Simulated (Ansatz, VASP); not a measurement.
## AlN: VASP beside Ansatz

File INCAR:

```
  ALGO = Normal
  EDIFF = 1E-7
  EDIFFG = -0.002
  ENCUT = 520
  GGA = PS
  GGA_COMPAT = False
  IBRION = 2
  ISIF = 2
  ISMEAR = 0
  LASPH = True
  LCHARG = False
  LREAL = False
  LWAVE = False
  NELM = 120
  NELMIN = 4
  NSW = 60
  PREC = Accurate
  SIGMA = 0.02
```

The input KPOINTS:

```
k-points
0
Gamma
  9 9 4
```

File POSCAR:

```
AlN
1.0
    3.0670711286      0.0000000000      0.0000000000
   -1.5335355643      2.6561615126      0.0000000000
    0.0000000000      0.0000000000      5.0249163922
Al N
2 2
Direct
    0.3333333333      0.6666666667      0.0022230557
    0.6666666667      0.3333333333      0.5022230557
    0.3333333333      0.6666666667      0.3797769443
    0.6666666667      0.3333333333      0.8797769443
```

Input for Ansatz:

```yaml
crystal:
  lattice:
    - [3.0670711286, 0.0, 0.0]
    - [-1.5335355643, 2.6561615126, 0.0]
    - [0.0, 0.0, 5.0249163922]
  atoms:
    - { symbol: Al, position: [0.3333333333, 0.6666666667, 0.0022230557] }
    - { symbol: Al, position: [0.6666666667, 0.3333333333, 0.5022230557] }
    - { symbol: "N", position: [0.3333333333, 0.6666666667, 0.3797769443] }
    - { symbol: "N", position: [0.6666666667, 0.3333333333, 0.8797769443] }
basis:
  ecutwfc: 600.0
kpoints:
  mp_grid: { grid: [9, 9, 4] }
hamiltonian:
  xc: pbesol
scf:
  occupations: { method: gaussian, width: 0.02 }
output:
  forces: true
  stress: true
  eigenvalues: true
relax:
  adjacent_minimum: "off"
  f_tol: 0.002
  max_steps: 40
```

Change from the starting cell: strained cell.

Alike in both runs: task relaxation of the atoms; functional PBEsol; k mesh 9 × 9 × 4; occupations gaussian, width 0.02 eV; no spin polarisation.

|  | VASP | Ansatz |
| --- | --- | --- |
| version | VASP 6.6.1 | Ansatz 0.2.0 |
| potentials or method | VASP PAW PBE potentials, release 64 (Al, N), cutoff 520 eV | scalar-relativistic, plane waves, PAW |
| valence electrons in the cell | 16 | 16 |

```tsv
	VASP	Ansatz	Ansatz less VASP
gap on the k mesh at the Fermi level, each at its own relaxed structure (eV)	4.42	4.40	-0.017
```

VASP's potentials were made for PBE, not for PBEsol. Ansatz's warnings: stress scf threshold loose.
